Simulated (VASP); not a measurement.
Set up this calculation in VASP 6.6.1, as the native input.

```
Task                   : single point
Functional             : PBE
Potentials or basis    : VASP PAW PBE potentials, release 64 (Al, In_d, Sb)
Cutoff                 : 520 eV
k mesh                 : 12 × 12 × 12
Occupations            : gaussian, width 0.02 eV
Spin                   : no spin polarisation
Dipole correction      : no
Further INCAR settings : ALGO = Normal; EDIFF = 1e-06; NBANDS = 26
```

The structure of Al2InSb3 lies in POSCAR:

```
Al2InSb3
1.0
   -2.2000554725      2.2000554725      9.3551308424
    2.2000554725     -2.2000554725      9.3551308424
    2.2000554725      2.2000554725     -9.3551308424
Al In Sb
2 1 3
Direct
    0.6699883106      0.6699883106      0.0000000000
    0.3300116894      0.3300116894      0.0000000000
    0.0000000000      0.0000000000      0.0000000000
    0.5910827274      0.0910827274      0.5000000000
    0.2500000000      0.7500000000      0.5000000000
    0.9089172726      0.4089172726      0.5000000000
```

The input as run:

INCAR

```
SYSTEM = Al2InSb3
ALGO     = Normal         ! electronic algorithm
EDIFF    = 1E-6           ! SCF threshold, eV
ENCUT    = 520            ! plane-wave cutoff, eV
GGA      = PE             ! functional
ISIF     = 2              ! what is computed and relaxed
ISMEAR   = 0              ! smearing method
LASPH    = .True.         ! aspherical terms in the spheres
LCHARG   = .False.        ! write CHGCAR
LREAL    = .False.        ! projectors in reciprocal space
LWAVE    = .False.        ! write WAVECAR
NBANDS   = 26             ! bands
NELM     = 100            ! most SCF steps
PREC     = Accurate       ! precision mode
SIGMA    = 0.02           ! smearing width, eV
```

KPOINTS

```
k-points
0
Gamma
  12 12 12
  0 0 0
```

Potentials or basis: VASP PAW PBE potentials, release 64 (Al, In_d, Sb).

Launch:

```sh
$ cat potpaw_PBE.64/Al/POTCAR potpaw_PBE.64/In_d/POTCAR potpaw_PBE.64/Sb/POTCAR > POTCAR
$ mpirun -np 1 vasp_std > vasp.out
```

It gave:

- Pressure: 3.3 GPa
- Largest force: 0.024 eV/Å
- Band gap on the k mesh: 0.98 eV

Caveat: the cell stands under pressure; spin-orbit coupling is left out, which moves the levels of the heavy elements.

Wall time 35 min on 1 thread of AMD EPYC 9R45 96-Core Processor (Zen 5), with other jobs on the host, peak memory 1.4 GiB.
